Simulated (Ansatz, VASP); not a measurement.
# Two plane-wave programs on K3SBr

```xyz
5
Lattice="5.9353 0.0000 0.0000 0.0000 5.9353 0.0000 0.0000 0.0000 5.9353" Properties=species:S:1:pos:R:3 pbc="T T T"
K     0.0000    2.9677    0.0000
K     0.0000    0.0000    2.9677
K     2.9677    0.0000    0.0000
S     2.9677    2.9677    2.9677
Br    0.0000    0.0000    0.0000
```

Change from the starting cell: species swapped into the KCaF3 type (Pm-3m, No. 221).

Alike in both runs: functional PBE; k mesh 4 × 4 × 4; occupations gaussian, width 0.1 eV; no spin polarisation.

Ansatz relaxed the structure, and its values are those at the end. VASP's run is a single point on that final structure, the one shown.

```csv
,VASP,Ansatz
version,VASP 6.6.1,Ansatz 0.2.0
potentials or method,"VASP PAW PBE potentials, release 64 (K_sv, S, Br), cutoff 520 eV","scalar-relativistic, plane waves, PAW"
valence electrons in the cell,40,40
```

|  | VASP | Ansatz | Ansatz less VASP |
| --- | --- | --- | --- |
| gap on the k mesh at the Fermi level (eV) | 1.03 | 1.03 | +0.001 |
| least direct gap on the mesh (eV) | 1.03 | 1.03 | +0.001 |
| pressure (GPa) | 0.2 | 0.2 | -0.03 |

The functional is the same, so the differences come from potentials, cutoffs and numerics.
